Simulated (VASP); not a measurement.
Here is a VASP 6.6.1 calculation.

The input INCAR:

```
SYSTEM = GdIn
PREC = Accurate
ENCUT = 520
EDIFF = 1E-6
ISMEAR = -1
SIGMA = 0.05
LREAL = .FALSE.
LASPH = .TRUE.
NELM = 150
ALGO = Normal
ISIF = 2
LWAVE = .FALSE.
LCHARG = .FALSE.
ISPIN = 2
MAGMOM = 7 0
LORBIT = 11
LMAXMIX = 6
GGA = PS
NBANDS = 26
```

The input KPOINTS:

```
regular mesh
0
G
  6 6 6
  0 0 0
```

File POSCAR:

```
GdIn
1.0
    3.4538178693     -0.0000026787      0.0000019845
   -0.0000026787      3.8907032181      0.0000022789
    0.0000019845      0.0000022789      3.8907430083
Gd In
1 1
Direct
   -0.0102122296     -0.0211943320     -0.0056479101
    0.4897945196      0.4788057720      0.4943520601
```

Potentials or basis: VASP PAW PBE potentials, release 64 (Gd, In_d).

Launch:

```bash
$ cat potpaw_PBE.64/Gd/POTCAR potpaw_PBE.64/In_d/POTCAR > POTCAR
$ mpirun -np 1 vasp_std > vasp.out
```

(1) Predict the site moments.

(2) Estimate the pressure.

(3) Estimate the net moment.

Results:

(1) Gd +6.87; In -0.04 μB.

(2) 0.0 GPa.

(3) 7.23 μB per cell.

Caveat: the PAW data sets were made with another functional, which shifts forces and pressure a little.
